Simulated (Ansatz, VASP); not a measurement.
## Two plane-wave programs on NiO

The input INCAR:

```
SYSTEM = NiO
PREC = Accurate
ENCUT = 700
EDIFF = 1E-6
ISMEAR = -1
SIGMA = 0.05
LREAL = .FALSE.
LASPH = .TRUE.
NELM = 200
ALGO = Normal
ISIF = 2
LWAVE = .FALSE.
LCHARG = .FALSE.
ISPIN = 2
MAGMOM = 2 0
LORBIT = 11
NUPDOWN = 2.0
LMAXMIX = 4
GGA = PE
NBANDS = 23
GGA_COMPAT = .FALSE.
```

Contents of KPOINTS:

```
Automatic mesh
0
G
  9 9 9
  0 0 0
```

Contents of POSCAR:

```
NiO
1.0
    2.5046153800      0.0000000000      0.0000000000
    0.0000000000      2.5046153800      0.0000000000
    0.0000000000      0.0000000000      2.5046153800
Ni O
1 1
Direct
    0.0000000000      0.0000000000      0.0000000000
    0.5000000000      0.5000000000      0.5000000000
```

File input.yaml:

```yaml
crystal:
  lattice:
    - [2.50461538, 0.0, 0.0]
    - [0.0, 2.50461538, 0.0]
    - [0.0, 0.0, 2.50461538]
  atoms:
    - { symbol: Ni, position: [0.0, 0.0, 0.0], spin: 2.0 }
    - { symbol: O, position: [0.5, 0.5, 0.5] }
hamiltonian:
  xc: pbe
  pseudopotentials: { kind: paw }
magnetization:
  spin_polarized: true
  initial_magnetization: 2.0
  spin_locking: { lock_magnetization: hard }
kpoints:
  mp_grid: { grid: [9, 9, 9] }
scf:
  occupations: { method: fermi_dirac, width: 0.05 }
  lower_state_search: "off"
output:
  forces: true
  stress: true
  eigenvalues: true
```

Alike in both runs: task single point; functional PBE; k mesh 9 × 9 × 9; occupations fermi-dirac, width 0.05 eV; collinear spin; fixed moment 2 μB.

```csv
,VASP,Ansatz
version,VASP 6.6.1,Ansatz 0.2.0
potentials or method,"VASP PAW PBE potentials, release 64 (Ni_sv_GW, O)",Ansatz PAW
plane-wave cutoff (eV),700,420
valence electrons in the cell,24,24
```

```tsv
	VASP	Ansatz	Ansatz less VASP
net moment per atom (μB)	1.00	1.00	0.000
size of the moment on the site where the two differ most (μB)	0.51	0.54	+0.030
```

Site moments also hang on the region over which each program counts them.
